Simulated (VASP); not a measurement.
Wanted: the native input for a VASP 6.6.1 run.

| Property | Result |
| --- | --- |
| Task | single point |
| Functional | LDA |
| Potentials or basis | VASP PAW LDA potentials, release 64 (Sn_d, O) |
| Cutoff | 520 eV |
| k mesh | 12 × 12 × 12 |
| Occupations | gaussian, width 0.05 eV |
| Spin | no spin polarisation |
| Dipole correction | no |
| Further INCAR settings | ALGO = Normal; EDIFF = 1e-06; NBANDS = 20 |

The structure of SnO2 lies in POSCAR:

```
SnO2
1.0
    1.6170930752      0.9336291223      4.8005925840
   -1.6170930752      0.9336291223      4.8005925840
    0.0000000000     -1.8672582446      4.8005925840
Sn O
1 2
Direct
    0.5386495997      0.4613504003      0.5000000000
    0.2371700000      0.2371700000      0.2371700000
    0.7628300000      0.7628300000      0.7628300000
```

This cell differs from its parent crystal: all Sn atoms moved +0.125 Å, as atom 1 along Cartesian [1 0 0].

These files were run (other wordings do the same):

INCAR

```
PREC = Accurate ; ENCUT = 520
EDIFF = 1E-6 ; ISMEAR = 0
SIGMA = 0.05 ; LREAL = F
LASPH = T ; NELM = 80
ALGO = Normal ; ISIF = 2
LWAVE = F ; LCHARG = T
GGA = CA ; LELF = T
LVHAR = T ; NBANDS = 20
```

KPOINTS

```
regular mesh
0
Gamma
  12 12 12
```

Potentials or basis: VASP PAW LDA potentials, release 64 (Sn_d, O).

Command:

```console
$ cat potpaw_LDA.64/Sn_d/POTCAR potpaw_LDA.64/O/POTCAR > POTCAR
$ mpirun -np 1 vasp_std > vasp.out
```

Results of the run:

| Item | Value |
| --- | --- |
| Pressure | -6.9 GPa |
| Largest force | 1.603 eV/Å |
| Band gap on the k mesh | 1.76 eV (least direct gap 1.87 eV) |

Caveat: the cell differs from its parent crystal (all Sn atoms moved +0.125 Å, as atom 1 along Cartesian [1 0 0]); the cell stands under tension; spin-orbit coupling is left out, which moves the levels of the heavy elements; forces of over 1 eV/Å act on the atoms, so gaps and moduli don't describe the material at rest.

Run time: 4.6 min on 1 thread of Intel(R) Xeon(R) 6975P-C (Granite Rapids) (shared host), peak memory 0.49 GiB.
